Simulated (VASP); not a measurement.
# TiAl3 (I4/mmm) in VASP: relaxation of cell and atoms with LDA

Aim: the relaxation of cell and atoms of TiAl3 with LDA.

Program: VASP 6.6.1. These are calculated values, not measurements. Logs are shortened: lines on timing, memory, paths and dates and some standing lists are left out, and cuts for length are marked.

**1. The cell of the first run**

The structure is tetragonal, space group I4/mmm (No. 139). Conventional cell: a = 3.822 Å, b = 3.822 Å, c = 8.561 Å, α = 90.00°, β = 90.00°, γ = 90.00°. Ti (site symmetry 4/mmm) has 12 Al at 2.70 to 2.87 Å within 3.6 Å. Within 3.6 Å of Al (site symmetry 4/mmm) lie 4 Ti at 2.70 Å and 8 Al at 2.87 Å. Within 3.6 Å of Al (site symmetry -4m2) lie 8 Al at 2.70 to 2.87 Å and 4 Ti at 2.87 Å.

**2. Relaxation of cell and atoms, LDA**

INCAR

```
SYSTEM = TiAl3
PREC = Accurate ; ENCUT = 600
EDIFF = 1E-7 ; ISMEAR = 0
SIGMA = 0.1 ; LREAL = .False.
LASPH = .True. ; NELM = 80
ALGO = Fast ; ISIF = 3
LWAVE = .False. ; LCHARG = .False.
IBRION = 2 ; NSW = 100
EDIFFG = -0.002
```

KPOINTS

```
Automatic mesh
0
Gamma
  14 14 14
  0 0 0
```

POSCAR

```
TiAl3
1.0
   -1.9111067700      1.9111067700      4.2806687900
    1.9111067700     -1.9111067700      4.2806687900
    1.9111067700      1.9111067700     -4.2806687900
Ti Al
1 3
Direct
    0.0000000000      0.0000000000      0.0000000000
    0.5000000000      0.5000000000      0.0000000000
    0.7500000000      0.2500000000      0.5000000000
    0.2500000000      0.7500000000      0.5000000000
```

Potentials or basis: VASP PAW LDA potentials, release 64 (Ti_sv, Al).

The run is started by

```sh
$ cat potpaw_LDA.64/Ti_sv/POTCAR potpaw_LDA.64/Al/POTCAR > POTCAR
$ mpirun -np 1 vasp_std > vasp.out
```

OUTCAR:

```text
SYSTEM = TiAl3
   PREC = Accurate
   ENCUT = 600
   EDIFF = 1E-7
   ISMEAR = 0
   LREAL = .False.
   LASPH = .True.
   NELM = 80
   ISIF = 3
   IBRION = 2
   NSW = 100
   EDIFFG = -0.002

 ion  position               nearest neighbor table
   1  0.000  0.000  0.000-   2 2.70   2 2.70   2 2.70   2 2.70   4 2.87   3 2.87   4 2.87   4 2.87
                             3 2.87   3 2.87   4 2.87   3 2.87
   2  0.500  0.500  0.000-   1 2.70   1 2.70   1 2.70   1 2.70   4 2.87   3 2.87   4 2.87   3 2.87
                             4 2.87   4 2.87   3 2.87   3 2.87
   3  0.750  0.250  0.500-   4 2.70   4 2.70   4 2.70   4 2.70   2 2.87   1 2.87   2 2.87   1 2.87
                             2 2.87   2 2.87   1 2.87   1 2.87
   4  0.250  0.750  0.500-   3 2.70   3 2.70   3 2.70   3 2.70   2 2.87   1 2.87   2 2.87   2 2.87
                             1 2.87   1 2.87   2 2.87   1 2.87

  LATTYP: Found a body centered tetragonal cell.
 ALAT       =     3.8222135400
 C/A-ratio  =     2.2398899199

  Lattice vectors:

 A1 = (  -1.9111067700,   1.9111067700,   4.2806687900)
 A2 = (   1.9111067700,  -1.9111067700,   4.2806687900)
 A3 = (   1.9111067700,   1.9111067700,  -4.2806687900)

Analysis of symmetry for initial positions (statically):
=====================================================================
 Subroutine PRICEL returns:
 Original cell was already a primitive cell.

 Routine SETGRP: Setting up the symmetry group for a
 body centered tetragonal supercell.

 Subroutine GETGRP returns: Found 16 space group operations
 (whereof 16 operations were pure point group operations)
 out of a pool of 16 trial point group operations.

The static configuration has the point symmetry D_4h.

Analysis of symmetry for dynamics (positions and initial velocities):
=====================================================================
 Subroutine PRICEL returns:
 Original cell was already a primitive cell.

 Routine SETGRP: Setting up the symmetry group for a
 body centered tetragonal supercell.

 Subroutine GETGRP returns: Found 16 space group operations
 (whereof 16 operations were pure point group operations)
 out of a pool of 16 trial point group operations.

The dynamic configuration has the point symmetry D_4h.

 Subroutine INISYM returns: Found 16 space group operations
 (whereof 16 operations are pure point group operations),
 and found     1 'primitive' translations

[... 136 lines left out ...]
   NGX = 21   NGY = 21   NGZ = 21

--------------------------------------- Ionic step        1  -------------------------------------------

 number of electron      20.9999999 magnetization

 Free energy of the ion-electron system (eV)
  ---------------------------------------------------
  ext. energy  EPLUGINS =         0.00000000
  ---------------------------------------------------
  free energy    TOTEN  =       -22.77840698 eV

  energy without entropy =      -22.76936612  energy(sigma->0) =      -22.77388655

------------------------ aborting loop because EDIFF is reached ----------------------------------------

  FORCE on cell =-STRESS in cart. coord.  units (eV):
  Direction    XX          YY          ZZ          XY          YZ          ZX
  --------------------------------------------------------------------------------------
  -------------------------------------------------------------------------------------
  Total       -1.3833232     -1.3833232     -1.1537560      0.0000000     -0.0000000      0.0000000
  in kB      -35.4399187    -35.4399187    -29.5585444      0.0000000     -0.0000000      0.0000000
  external PRESSURE =     -33.4794606 kB  Pullay stress =       0.0000000 kB
[... 25 lines left out ...]
--------------------------------------- Ionic step        2  -------------------------------------------

 number of electron      21.0000001 magnetization

------------------------ aborting loop EDIFF was not reached (unconverged)  ----------------------------

  FORCE on cell =-STRESS in cart. coord.  units (eV):
  Direction    XX          YY          ZZ          XY          YZ          ZX
  --------------------------------------------------------------------------------------
  -------------------------------------------------------------------------------------
  Total        0.8002478      0.8002478      0.7221954      0.0000000     -0.0000000      0.0000000
  in kB       21.5026909     21.5026909     19.4054220      0.0000000     -0.0000000      0.0000000
  external PRESSURE =      20.8036013 kB  Pullay stress =       0.0000000 kB
[... 177 lines left out ...]
--------------------------------------- Ionic step        7  -------------------------------------------

 number of electron      21.0000000 magnetization

 Free energy of the ion-electron system (eV)
  ---------------------------------------------------
  ext. energy  EPLUGINS =         0.00000000
  ---------------------------------------------------
  free energy    TOTEN  =       -22.79868940 eV

  energy without entropy =      -22.78994578  energy(sigma->0) =      -22.79431759

 E-fermi :   8.4439     XC(G=0): -11.1101

 val. band max:        8.4403034157   @ k =  -0.3571   0.5000   0.1429
 cond. band min:       8.4456915700   @ k =  -0.3571  -0.3571   0.0714
 fundamental gap:      0.0053881543
 Fermi energy:         8.4438751954

 k-point     1 :       0.0000    0.0000    0.0000
  band No.  band energies     occupation
      1     -47.2097      2.00000
      2     -23.9229      2.00000
      3     -23.9229      2.00000
      4     -23.8446      2.00000
      5      -1.7888      2.00000
      6       5.5333      2.00000
      7       5.8061      2.00000
      8       6.9707      2.00000
      9       7.1944      2.00000
     10       7.1944      2.00000
     11       9.3031      0.00000
     12      10.3008      0.00000
     13      10.3008      0.00000
     14      10.7600      0.00000
[... 377 lines left out ...]
      1     -47.2083      2.00000
      2     -23.9430      2.00000
      3     -23.9277      2.00000
      4     -23.8436      2.00000
      5      -0.3601      2.00000
      6       3.4992      2.00000
      7       4.5800      2.00000
      8       6.4588      2.00000
      9       6.7056      2.00000
     10       8.0171      2.00000
     11       8.0873      2.00000
     12      10.0389      0.00000
     13      10.3415      0.00000
     14      11.2930      0.00000

 [... further k-points ...]
[... 5 lines left out ...]
  --------------------------------------------------------------------------------------
  -------------------------------------------------------------------------------------
  Total       -0.0079915     -0.0079915      0.0027044      0.0000000      0.0000000      0.0000000
  in kB       -0.2110495     -0.2110495      0.0714227      0.0000000      0.0000000      0.0000000
  external PRESSURE =      -0.1168921 kB  Pullay stress =       0.0000000 kB
[... 19 lines left out ...]
  FREE ENERGIE OF THE ION-ELECTRON SYSTEM (eV)
  ---------------------------------------------------
  free  energy   TOTEN  =       -22.7986893954 eV

  energy  without entropy=      -22.7899457848  energy(sigma->0) =      -22.79431759

 reached required accuracy - stopping structural energy minimisation
```

CONTCAR:

```text
TiAl3
   1.00000000000000
    -1.8904998016905770    1.8904998016905770    4.2436404289397593
     1.8904998016905770   -1.8904998016905770    4.2436404289397593
     1.8904998016905770    1.8904998016905770   -4.2436404289397593
  Ti              Al
     1     3
Direct
     0.0000000000000000    0.0000000000000000    0.0000000000000000
     0.5000000000000000    0.5000000000000000    0.0000000000000000
     0.7500000000000000    0.2500000000000000    0.5000000000000000
     0.2500000000000000    0.7500000000000000    0.5000000000000000

  0.00000000E+00  0.00000000E+00  0.00000000E+00
  0.00000000E+00  0.00000000E+00  0.00000000E+00
  0.00000000E+00  0.00000000E+00  0.00000000E+00
  0.00000000E+00  0.00000000E+00  0.00000000E+00
```

Wall time 35 min (1 thread of Intel Xeon 6975P-C (Granite Rapids), shared host); peak memory 0.45 GiB.

Results:

* Free energy: -22.7987 eV
* Relaxed volume: 15.17 Å³/atom
* Relaxed cell: a = 5.016 Å, b = 5.016 Å, c = 5.016 Å, α = 135.71°, β = 135.71°, γ = 64.42°
* Space group after relaxing (to 0.1 Å): I4/mmm (No. 139)
* Energy gained by relaxing: 5.1 meV/atom
* Ionic steps: 7
* Pressure after relaxing: 0.0 GPa
* Band gap on the k mesh: zero (an odd number of electrons rules out a gap without spin polarisation)

The path:
| step | energy change (eV) | largest force (eV/Å) | pressure (GPa) | volume (Å³) |
| --- | --- | --- | --- | --- |
| 1 | 0.0000 | 0.0000 | -3.35 | 62.54 |
| 2 | -0.0136 | 0.0000 | 2.08 | 59.63 |
| 3 | -0.0203 | 0.0000 | 0.00 | 60.66 |
| 4 | -0.0203 | 0.0000 | 0.06 | 60.63 |
| 5 | -0.0203 | 0.0000 | -0.02 | 60.67 |
| 6 | -0.0203 | 0.0000 | -0.01 | 60.67 |
| 7 | -0.0203 | 0.0000 | -0.01 | 60.67 |

Final structure:
```xyz
4
Lattice="-1.8905 1.8905 4.2436 1.8905 -1.8905 4.2436 1.8905 1.8905 -4.2436" Properties=species:S:1:pos:R:3 pbc="T T T"
Ti    0.0000    0.0000    0.0000
Al    0.0000    0.0000    4.2436
Al    0.0000    1.8905    2.1218
Al    1.8905    0.0000    2.1218
```
